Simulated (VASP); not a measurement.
Crystal: AlGa5As6.

```
Al Ga As
1.0
     3.89958    0.00000    0.00000
    -1.94979    3.37713    0.00000
     0.00000    0.00000   19.10394
Al Ga As
1 5 6
Direct
  0.00000 0.00000 0.00000
  0.33333 0.66667 0.83333
  0.66667 0.33333 0.66667
  0.00000 0.00000 0.50000
  0.33333 0.66667 0.33333
  0.66667 0.33333 0.16667
  0.00000 0.00000 0.87500
  0.33333 0.66667 0.70833
  0.66667 0.33333 0.54167
  0.00000 0.00000 0.37500
  0.33333 0.66667 0.20833
  0.66667 0.33333 0.04167
```

```yaml
Program: VASP 6.6.1
Task: relaxation of cell and atoms
Functional: PBE
Potentials_or_basis: VASP PAW PBE potentials, release 64 (Al, Ga_d, As)
Cutoff: 600 eV
k_mesh: 6 × 6 × 1
Occupations: gaussian, width 0.1 eV
Spin: no spin polarisation
```

At the start: pressure 10.2 GPa; volume 20.97 Å³/atom.

Q: Where does the relaxation end?

A: Over 5 steps the energy falls by 77.9 meV/atom and the volume is 23.66 Å³/atom (+12.9 %); space group P3m1 (No. 156, to 0.1 Å) before and after.

Step by step:
```csv
step,energy change (eV),largest force (eV/Å),pressure (GPa),volume (Å³)
1,0.0000,0.1086,10.17,251.59
2,-0.7345,0.0676,-3.20,303.20
3,-0.9344,0.0727,-0.05,284.65
4,-0.9341,0.0733,0.18,283.96
5,-0.9344,0.0368,0.13,283.98
```

Final structure:
```xyz
12
Lattice="4.0622 0.0000 0.0000 -2.0311 3.5180 0.0000 0.0000 0.0000 19.8714" Properties=species:S:1:pos:R:3 pbc="T T T"
Al    4.0622    0.0000    0.0029
Ga    0.0000    2.3453   16.5574
Ga    2.0311    1.1727   13.2483
Ga    2.0311    3.5180    9.9360
Ga    0.0000    2.3453    6.6241
Ga    2.0311    1.1727    3.3127
As    4.0622    0.0000   17.3914
As    0.0000    2.3453   14.0753
As    2.0311    1.1727   10.7634
As    4.0622    0.0000    7.4515
As    0.0000    2.3453    4.1405
As    2.0311    1.1727    0.8212
```
